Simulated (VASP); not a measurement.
# YCuBP (P4/mmm) in VASP: a series of runs

Runs on YCuBP. Level: PBE. Tasks: relaxation of cell and atoms, single point.

Everything below comes from runs of VASP 6.6.1. Logs are shortened: lines on timing, memory, paths and dates and some standing lists are left out, and cuts for length are marked.

**1. The cell of the first run**

It takes space group P4/mmm (No. 123, tetragonal). The conventional cell has a = 4.096 Å, b = 4.096 Å, c = 4.724 Å, α = 90.00°, β = 90.00°, γ = 90.00°. Y (site symmetry 4/mmm) has 2 Cu at 2.36 Å and 4 P at 2.90 Å within 3.1 Å. Cu (site symmetry 4/mmm) has 2 Y at 2.36 Å and 4 B at 2.90 Å within 3.1 Å. Within 3.1 Å of B (site symmetry 4/mmm) lie 2 P at 2.36 Å and 4 Cu at 2.90 Å. P (site symmetry 4/mmm) has 2 B at 2.36 Å and 4 Y at 2.90 Å within 3.1 Å.

The cell was generated, and may not be a known phase.

**2. Relaxation of cell and atoms, PBE**

The input, INCAR:

```
  PREC = Accurate
  ENCUT = 600
  EDIFF = 1E-6
  ISMEAR = 0
  SIGMA = 0.1
  LREAL = F
  LASPH = T
  NELM = 100
  ALGO = Normal
  ISIF = 3
  LWAVE = F
  LCHARG = F
  GGA = PE
  IBRION = 2
  NSW = 90
  EDIFFG = -0.04
```

The input, KPOINTS:

```
Automatic mesh
0
Gamma
  4 4 4
```

The input, POSCAR:

```
YCuBP
1.0
    4.0963511900      0.0000000000      0.0000000000
    0.0000000000      4.0963511900      0.0000000000
    0.0000000000      0.0000000000      4.7242797100
Y Cu B P
1 1 1 1
Direct
    0.0000000000      0.0000000000      0.5000000000
    0.0000000000      0.0000000000      0.0000000000
    0.5000000000      0.5000000000      0.0000000000
    0.5000000000      0.5000000000      0.5000000000
```

Potentials or basis: VASP PAW PBE potentials, release 64 (Y_sv, Cu, B, P).

Started as:

```sh
$ cat potpaw_PBE.64/Y_sv/POTCAR potpaw_PBE.64/Cu/POTCAR potpaw_PBE.64/B/POTCAR potpaw_PBE.64/P/POTCAR > POTCAR
$ mpirun -np 1 vasp_std > vasp.out
```

OUTCAR:

```text
PREC = Accurate
   ENCUT = 600
   EDIFF = 1E-6
   ISMEAR = 0
   LREAL = F
   LASPH = T
   NELM = 100
   ISIF = 3
   GGA = PE
   IBRION = 2
   NSW = 90
   EDIFFG = -0.04

 ion  position               nearest neighbor table
   1  0.000  0.000  0.500-   2 2.36   2 2.36   4 2.90   4 2.90   4 2.90   4 2.90
   2  0.000  0.000  0.000-   1 2.36   1 2.36
   3  0.500  0.500  0.000-   4 2.36   4 2.36
   4  0.500  0.500  0.500-   3 2.36   3 2.36   1 2.90   1 2.90   1 2.90   1 2.90

  LATTYP: Found a simple tetragonal cell.
 ALAT       =     4.0963511900
 C/A-ratio  =     1.1532897183

  Lattice vectors:

 A1 = (   4.0963511900,   0.0000000000,   0.0000000000)
 A2 = (   0.0000000000,   4.0963511900,   0.0000000000)
 A3 = (   0.0000000000,   0.0000000000,   4.7242797100)

Analysis of symmetry for initial positions (statically):
=====================================================================
 Subroutine PRICEL returns:
 Original cell was already a primitive cell.

 Routine SETGRP: Setting up the symmetry group for a
 simple tetragonal supercell.

 Subroutine GETGRP returns: Found 16 space group operations
 (whereof 16 operations were pure point group operations)
 out of a pool of 16 trial point group operations.

The static configuration has the point symmetry D_4h.

Analysis of symmetry for dynamics (positions and initial velocities):
=====================================================================
 Subroutine PRICEL returns:
 Original cell was already a primitive cell.

 Routine SETGRP: Setting up the symmetry group for a
 simple tetragonal supercell.

 Subroutine GETGRP returns: Found 16 space group operations
 (whereof 16 operations were pure point group operations)
 out of a pool of 16 trial point group operations.

The dynamic configuration has the point symmetry D_4h.

 Subroutine INISYM returns: Found 16 space group operations
 (whereof 16 operations are pure point group operations),
 and found     1 'primitive' translations

----------------------------------------------------------------------------------------

                                     Primitive cell

  volume of cell :      79.2739

  direct lattice vectors                    reciprocal lattice vectors
     4.096351190  0.000000000  0.000000000     0.244119694  0.000000000  0.000000000
     0.000000000  4.096351190  0.000000000     0.000000000  0.244119694  0.000000000
     0.000000000  0.000000000  4.724279710     0.000000000  0.000000000  0.211672479

  length of vectors
     4.096351190  4.096351190  4.724279710     0.244119694  0.244119694  0.211672479

  position of ions in fractional coordinates (direct lattice)
     0.000000000  0.000000000  0.500000000
     0.000000000  0.000000000  0.000000000
     0.500000000  0.500000000  0.000000000
     0.500000000  0.500000000  0.500000000

  ion indices of the primitive-cell ions
   primitive index   ion index
                 1           1
                 2           2
                 3           3
                 4           4

----------------------------------------------------------------------------------------

 KPOINTS: Automatic mesh

Automatic generation of k-mesh.
 Grid dimensions read from file:
 generate k-points for:    4    4    4

 Generating k-lattice:

  Cartesian coordinates                     Fractional coordinates (reciprocal lattice)
     0.061029924  0.000000000  0.000000000     0.250000000  0.000000000  0.000000000
     0.000000000  0.061029924  0.000000000     0.000000000  0.250000000  0.000000000
     0.000000000  0.000000000  0.052918120     0.000000000  0.000000000  0.250000000

  Length of vectors
     0.061029924  0.061029924  0.052918120

  Shift w.r.t. Gamma in fractional coordinates (k-lattice)
     0.000000000  0.000000000  0.000000000

 Subroutine IBZKPT returns following result:
 ===========================================

 Found     18 irreducible k-points:

 Following reciprocal coordinates:
            Coordinates               Weight
  0.000000  0.000000  0.000000      1.000000
  0.250000  0.000000  0.000000      4.000000
  0.500000  0.000000  0.000000      2.000000
  0.250000  0.250000  0.000000      4.000000
  0.500000  0.250000  0.000000      4.000000
  0.500000  0.500000  0.000000      1.000000
[... 10 lines left out ...]
  0.500000  0.250000  0.500000      4.000000
  0.500000  0.500000  0.500000      1.000000
   k-points           NKPTS =     18   k-points in BZ     NKDIM =     18   number of bands    NBANDS=     19
   number of dos      NEDOS =    301   number of ions     NIONS =      4
   total plane-waves  NPLWV =  51840
   dimension x,y,z NGX =    36 NGY =   36 NGZ =   40
   dimension x,y,z NGXF=    72 NGYF=   72 NGZF=   80
   ions per type =               1   1   1   1
   NGX,Y,Z   is equivalent  to a cutoff of  14.61, 14.61, 14.08 a.u.
   NGXF,Y,Z  is equivalent  to a cutoff of  29.22, 29.22, 28.15 a.u.
 SYSTEM =  unknown system
   PREC   = accura    normal or accurate (medium, high low for compatibility)
   ISTART =      0    job   : 0-new  1-cont  2-samecut
   ICHARG =      2    charge: 1-file 2-atom 10-const
   ISPIN  =      1    spin polarized calculation?
   LNONCOLLINEAR =      F non collinear calculations
   LSORBIT =      F    spin-orbit coupling
   LASPH  =      T    aspherical Exc in radial PAW
   ENCUT  =  600.0 eV  44.10 Ry    6.64 a.u.   8.18  8.18  9.44*2*pi/ulx,y,z
   NELM   =    100;   NELMIN=  2; NELMDL= -5     # of ELM steps
   EDIFF  = 0.1E-05   stopping-criterion for ELM
   LREAL  =      F    real-space projection
   EDIFFG = -.4E-01   stopping-criterion for IOM
   NSW    =     90    number of steps for IOM
   IBRION =      2    ionic relax: 0-MD 1-quasi-New 2-CG
   NFREE  =      1    steps in history (QN), initial steepest desc. (CG)
   ISIF   =      3    stress and relaxation
   ISYM   =      2    0-nonsym 1-usesym 2-fastsym
   POTIM  = 0.5000    time-step for ionic-motion
   TEBEG  =    0.0;   TEEND  =   0.0 temperature during run
   PSTRESS=    0.0 pullay stress
   NELECT =      30.0000    total number of electrons
   NUPDOWN=      -1.0000    fix difference up-down
   EMIN   =  10.00;   EMAX   =-10.00  energy-range for DOS
   EFERMI =   0.00;   METHOD = LEGACY
   ISMEAR =     0;   SIGMA  =   0.10  broadening in eV -4-tet -1-fermi 0-gaus
   EFERMI_NEDOS =   21; number of points for ismear=-14 and -15
   IALGO  =     38    algorithm
   IMIX   =      4    mixing-type and parameters
     AMIX     =   0.40;   BMIX     =  1.00
     AMIX_MAG =   1.60;   BMIX_MAG =  1.00
  volume/ion in A,a.u.               =      19.82       133.74
  Fermi-wavevector in a.u.,A,eV,Ry     =   1.184146  2.237712 19.078114  1.402202
  Thomas-Fermi vector in A             =   2.320366
   LORBIT       =      0    0 simple, 1 ext, 2 COOP (PROOUT), +10 PAW based schemes
   GGA     = PE    functional components
   LHFCALC =     F    Hartree Fock is set to
   AEXX    =    0.0000 exact exchange contribution
   IVDW    =     0    specifies the selected vdW correction
   LEPSILON=     F    determine dielectric tensor
   LRPA    =     F    only Hartree local field effects (RPA)
 conjugate gradient relaxation of ions
 non-spin polarized calculation
 Gauss-broadening in eV      SIGMA  =   0.10
  energy-cutoff  :      600.00
  volume of cell :       79.27
 maximum number of plane-waves:      2668
 NGX is ok and might be reduce to    36
   NGX = 17   NGY = 17   NGZ = 19

--------------------------------------- Ionic step        1  -------------------------------------------

 number of electron      29.9999997 magnetization

 Free energy of the ion-electron system (eV)
  ---------------------------------------------------
  ext. energy  EPLUGINS =         0.00000000
  ---------------------------------------------------
  free energy    TOTEN  =       -19.12849002 eV

  energy without entropy =      -19.12002739  energy(sigma->0) =      -19.12425870

 E-fermi :   3.8723     XC(G=0):  -9.9013

 val. band max:        3.8629164074   @ k =   0.5000   0.5000   0.5000
 cond. band min:       3.8837649763   @ k =   0.2500   0.2500   0.2500
 fundamental gap:      0.0208485690
 Fermi energy:         3.8722593551

 k-point     1 :       0.0000    0.0000    0.0000
  band No.  band energies     occupation
      1     -39.0123      2.00000
      2     -19.3518      2.00000
      3     -18.8897      2.00000
      4     -18.8897      2.00000
      5      -6.7846      2.00000
      6      -1.1893      2.00000
[... 11 lines left out ...]
     18       6.4147      0.00000
     19       6.4147      0.00000

 k-point     2 :       0.2500    0.0000    0.0000
  band No.  band energies     occupation
      1     -39.0103      2.00000
      2     -19.3478      2.00000
      3     -18.9427      2.00000
      4     -18.8836      2.00000
      5      -6.4458      2.00000
      6      -1.0338      2.00000
[... 528 lines left out ...]
 VOLUME and BASIS-vectors are now :
 -----------------------------------------------------------------------------
  energy-cutoff  :      600.00
  volume of cell :       74.83
      direct lattice vectors                 reciprocal lattice vectors
     3.775701124  0.000000000  0.000000000     0.264851472  0.000000000 -0.000000000
     0.000000000  3.775701124  0.000000000     0.000000000  0.264851472  0.000000000
     0.000000000  0.000000000  5.249185933    -0.000000000  0.000000000  0.190505730

 POSITION                                       TOTAL-FORCE (eV/Angst)
 -----------------------------------------------------------------------------------
      0.00000      0.00000      2.62459         0.000000      0.000000      0.000000
      0.00000      0.00000      0.00000        -0.000000      0.000000      0.000000
      1.88785      1.88785      0.00000        -0.000000      0.000000      0.000000
      1.88785      1.88785      2.62459         0.000000      0.000000      0.000000
 -----------------------------------------------------------------------------------
    total drift:                               -0.000000     -0.000000      0.000000

  FREE ENERGIE OF THE ION-ELECTRON SYSTEM (eV)
  ---------------------------------------------------
  free  energy   TOTEN  =       -19.9978620706 eV

  energy  without entropy=      -19.9828885259  energy(sigma->0) =      -19.99037530

--------------------------------------- Ionic step        6  -------------------------------------------

 number of electron      30.0000009 magnetization

 Free energy of the ion-electron system (eV)
  ---------------------------------------------------
  ext. energy  EPLUGINS =         0.00000000
  ---------------------------------------------------
  free energy    TOTEN  =       -20.00268872 eV

  energy without entropy =      -19.98931243  energy(sigma->0) =      -19.99600058

 E-fermi :   4.1940     XC(G=0): -10.2851

 val. band max:        4.1918420881   @ k =   0.2500   0.0000   0.5000
 cond. band min:       4.2783393238   @ k =   0.5000   0.2500   0.5000
 fundamental gap:      0.0864972357
 Fermi energy:         4.1939672375

 k-point     1 :       0.0000    0.0000    0.0000
  band No.  band energies     occupation
      1     -37.7137      2.00000
      2     -18.0165      2.00000
      3     -17.6572      2.00000
      4     -17.6572      2.00000
      5      -6.5330      2.00000
      6      -1.8821      2.00000
[... 11 lines left out ...]
     18       6.3613      0.00000
     19       6.9618      0.00000

 k-point     2 :       0.2500    0.0000    0.0000
  band No.  band energies     occupation
      1     -37.7060      2.00000
      2     -18.0038      2.00000
      3     -17.8154      2.00000
      4     -17.6386      2.00000
      5      -5.9326      2.00000
      6      -1.3383      2.00000
[... 376 lines left out ...]
 VOLUME and BASIS-vectors are now :
 -----------------------------------------------------------------------------
  energy-cutoff  :      600.00
  volume of cell :       73.33
      direct lattice vectors                 reciprocal lattice vectors
     3.751838576  0.000000000  0.000000000     0.266535988 -0.000000000 -0.000000000
     0.000000000  3.751838576 -0.000000000     0.000000000  0.266535988  0.000000000
     0.000000000  0.000000000  5.209798437    -0.000000000  0.000000000  0.191946006

 POSITION                                       TOTAL-FORCE (eV/Angst)
 -----------------------------------------------------------------------------------
      0.00000      0.00000      2.60490         0.000000      0.000000      0.000000
      3.75184      0.00000      0.00000        -0.000000      0.000000      0.000000
      1.87592      1.87592      0.00000         0.000000      0.000000      0.000000
      1.87592      1.87592      2.60490         0.000000      0.000000      0.000000
 -----------------------------------------------------------------------------------
    total drift:                                0.000000     -0.000000     -0.000000

  FREE ENERGIE OF THE ION-ELECTRON SYSTEM (eV)
  ---------------------------------------------------
  free  energy   TOTEN  =       -20.0026887195 eV

  energy  without entropy=      -19.9893124334  energy(sigma->0) =      -19.99600058

 reached required accuracy - stopping structural energy minimisation
```

Wall time 4.4 min (1 thread of Oxide Virtual Turin-like, shared host); peak memory 0.23 GiB.

What came out:

- Free energy: -20.0027 eV
- Relaxed volume: 18.33 Å³/atom
- Relaxed cell: a = 3.752 Å, b = 3.752 Å, c = 5.210 Å, α = 90.00°, β = 90.00°, γ = 90.00°
- Space group after relaxing (to 0.1 Å): P4/mmm (No. 123)
- Energy gained by relaxing: 218.5 meV/atom
- Ionic steps: 6
- Pressure after relaxing: 0.1 GPa
- Band gap on the k mesh: zero (bands 15 and 16 overlap by 1.23 eV)

Stress tensor (GPa, compression positive):
```
 0.23  0.00  0.00
 0.00  0.23  0.00
 0.00  0.00 -0.05
```

The path:
| step | energy change (eV) | largest force (eV/Å) | pressure (GPa) | volume (Å³) |
| --- | --- | --- | --- | --- |
| 1 | 0.0000 | 0.0000 | -2.19 | 79.27 |
| 2 | -0.8516 | 0.0000 | -1.91 | 75.53 |
| 3 | -0.8681 | 0.0000 | -1.27 | 74.95 |
| 4 | -0.8698 | 0.0000 | -0.96 | 74.72 |
| 5 | -0.8694 | 0.0000 | -1.17 | 74.83 |
| 6 | -0.8742 | 0.0000 | 0.14 | 73.33 |

Final structure:
```
CELL_PARAMETERS angstrom
3.75184 0.00000 0.00000
0.00000 3.75184 0.00000
0.00000 0.00000 5.20980
ATOMIC_POSITIONS crystal
Y 0.00000 0.00000 0.50000
Cu 0.00000 0.00000 0.00000
B 0.50000 0.50000 0.00000
P 0.50000 0.50000 0.50000
```

Levels at points of the mesh, in eV from the Fermi level:
```csv
k point,band 12,band 13,band 14,band 15,band 16,band 17,band 18,band 19
"(0.00, 0.00, 0.00)",-2.41,-0.46,-0.46,-0.07,1.53,2.17,2.17,2.77
"(0.50, 0.00, 0.00)",-2.66,-2.09,-2.05,-2.01,2.93,3.15,4.01,4.07
"(0.50, 0.50, 0.00)",-2.56,-2.22,-1.33,-0.79,0.31,0.31,1.57,1.57
"(0.00, 0.00, 0.50)",-0.54,-0.11,0.11,0.11,0.54,0.54,0.73,2.76
"(0.50, 0.00, 0.50)",-2.70,-2.25,-2.01,0.74,0.90,2.09,2.69,3.07
"(0.50, 0.50, 0.50)",-2.14,-1.86,-1.48,-1.48,0.52,1.35,1.98,2.20
```

Caveat: the k points lie up to 0.42 Å⁻¹ apart in the final cell, too coarse for converged energies and pressures of a metal.

**3. Single point, PBE**

This run uses another cell than the first one, of 18.44 Å³/atom.

The input, INCAR:

```
SYSTEM = YCuBP
ALGO = Fast
EDIFF = 1E-6
ENCUT = 520
GGA = PE
ISIF = 2
ISMEAR = 0
LASPH = .True.
LCHARG = .False.
LREAL = .False.
LWAVE = .False.
NBANDS = 23
NELM = 80
PREC = Accurate
SIGMA = 0.1
```

The input, KPOINTS:

```
k-points
0
Gamma
  12 12 10
  0 0 0
```

The input, POSCAR:

```
YCuBP
1.0
    3.7468089446      0.0000000000      0.0000000000
    0.0000000000      3.7468089446      0.0000000000
    0.0000000000      0.0000000000      5.2544332394
Y Cu B P
1 1 1 1
Direct
    0.0000000000      0.0000000000      0.5000000000
    0.0000000000      0.0000000000      0.0000000000
    0.5000000000      0.5000000000      0.0000000000
    0.5000000000      0.5000000000      0.5000000000
```

Potentials or basis: VASP PAW PBE potentials, release 64 (Y_sv, Cu, B, P).

Started as:

```sh
$ cat potpaw_PBE.64/Y_sv/POTCAR potpaw_PBE.64/Cu/POTCAR potpaw_PBE.64/B/POTCAR potpaw_PBE.64/P/POTCAR > POTCAR
$ mpirun -np 1 vasp_std > vasp.out
```

Wall time 12 min (1 thread of Oxide Virtual Turin-like, shared host); peak memory 0.42 GiB.

Results (log left out):

```yaml
Free_energy: -20.0014 eV
Pressure: 0.0 GPa
Band_gap_on_the_k_mesh: zero (bands 15 and 16 overlap by 1.28 eV)
```

Stress tensor (GPa, compression positive):
```
0.02 0.00 0.00
0.00 0.02 0.00
0.00 0.00 0.10
```

Levels at points of the mesh, in eV from the Fermi level:
```tsv
k point	band 12	band 13	band 14	band 15	band 16	band 17	band 18	band 19
(0.00, 0.00, 0.00)	-2.53	-0.54	-0.54	-0.21	1.42	1.99	1.99	2.63
(0.50, 0.00, 0.00)	-2.82	-2.20	-2.18	-2.15	2.73	3.00	3.86	3.93
(0.50, 0.50, 0.00)	-2.62	-2.34	-1.45	-0.91	0.12	0.12	1.41	1.41
(0.00, 0.00, 0.50)	-0.72	-0.25	0.01	0.01	0.44	0.44	0.55	2.62
(0.50, 0.00, 0.50)	-2.82	-2.37	-2.14	0.49	0.75	1.90	2.57	2.99
(0.50, 0.50, 0.50)	-2.25	-1.97	-1.59	-1.59	0.37	1.22	1.81	1.97
```

The gap in the log of VASP goes by the Fermi energy; the results here count the filled bands.